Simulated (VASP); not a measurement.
Write the native input for VASP 6.6.1 that does the following.

```
Task                   : single point
Functional             : PBE
Potentials or basis    : VASP PAW PBE potentials, release 64 (Al, H)
Cutoff                 : 520 eV
k mesh                 : 6 × 6 × 1
Occupations            : gaussian, width 0.1 eV
Spin                   : no spin polarisation
Dipole correction      : yes
Further INCAR settings : ALGO = Normal; EDIFF = 1e-07; NBANDS = 30
```

The structure of Al12H lies in POSCAR:

```
Al12H
1.0
    5.7143028096      0.0000000000      0.0000000000
   -2.8571514048      4.9487313980      0.0000000000
    0.0000000000      0.0000000000     20.1016424764
Al H
12 1
Direct
    0.3333333333      0.1666666667      0.1989887147
    0.3333333333      0.6666666667      0.1989887147
    0.8333333333      0.1666666667      0.1989887147
    0.8333333333      0.6666666667      0.1989887147
    0.1666666667      0.3333333333      0.3134533099
    0.1666666667      0.8333333333      0.3134533099
    0.6666666667      0.3333333333      0.3134533099
    0.6666666667      0.8333333333      0.3134533099
    0.0000000000      0.0000000000      0.4279074452
    0.0000000000      0.5000000000      0.4279074452
    0.5000000000      0.0000000000      0.4279074452
    0.5000000000      0.5000000000      0.4279074452
    0.2500000000      0.1666666667      0.4854191334
```

One way to write it, as run:

INCAR

```
PREC = Accurate ; ENCUT = 520
EDIFF = 1E-7 ; ISMEAR = 0
SIGMA = 0.1 ; LREAL = F
LASPH = T ; NELM = 80
ALGO = Normal ; ISIF = 2
LWAVE = F ; LCHARG = T
LDIPOL = T ; IDIPOL = 3
DIPOL = 0.5 0.5 0.327 ; GGA = PE
LELF = T ; LVHAR = T
LVACPOTAV = T ; NBANDS = 30
```

KPOINTS

```
regular mesh
0
Gamma
  6 6 1
```

Potentials or basis: VASP PAW PBE potentials, release 64 (Al, H).

The run is started by

```sh
$ cat potpaw_PBE.64/Al/POTCAR potpaw_PBE.64/H/POTCAR > POTCAR
$ mpirun -np 1 vasp_std > vasp.out
```

It gave:

| Property | Result |
| --- | --- |
| Largest force | 0.508 eV/Å |
| Band gap on the k mesh | zero (an odd number of electrons rules out a gap without spin polarisation) |

Run time: 21 min on 1 thread of Intel Xeon 8259CL, with other jobs on the host, peak memory 0.69 GiB.
